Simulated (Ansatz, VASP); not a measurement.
# Mg3Sn2N2 in VASP and in Ansatz

```
Mg Sn N
1.0
     5.27797    0.00000    0.00000
    -2.63899    4.57086    0.00000
     0.00000    0.00000    5.05053
Mg Sn N
3 2 2
Direct
  0.16968 0.83032 0.00000
  0.16968 0.33936 0.00000
  0.66064 0.83032 0.00000
  0.00000 0.00000 0.50000
  0.66667 0.33333 0.00000
  0.33333 0.66667 0.88738
  0.33333 0.66667 0.11262
```

Alike in both runs: task relaxation of cell and atoms; functional PBE; k mesh 4 × 4 × 3; occupations gaussian, width 0.2 eV; no spin polarisation.

```csv
,VASP,Ansatz
version,VASP 6.6.1,Ansatz 0.2.0
potentials or method,"VASP PAW PBE potentials, release 64 (Mg, Sn_d, N), cutoff 600 eV","scalar-relativistic, plane waves, PAW"
valence electrons in the cell,44,68
```

|  | VASP | Ansatz | Ansatz less VASP |
| --- | --- | --- | --- |
| gap on the k mesh at the Fermi level, each at its own relaxed structure (eV) | none | none | - |
| relaxed volume (Å³/atom) | 25.13 | 25.28 | +0.158 |
| relaxed length of the cell vector where the two differ most in proportion (Å) | 6.499 | 6.522 | +0.0229 |

A gap of «none» marks a metal or a gap that the smearing closes. VASP's potentials hold 44 valence electrons a cell and Ansatz's 68, so a difference there can come from the potentials and not from the codes.

The k mesh is coarse, so the values compare programs but aren't converged. Noted on VASP's run: the standard files for N, O and F lose accuracy on very short bonds; the volume moved by over 15 % at a fixed basis, so the end points are rough.
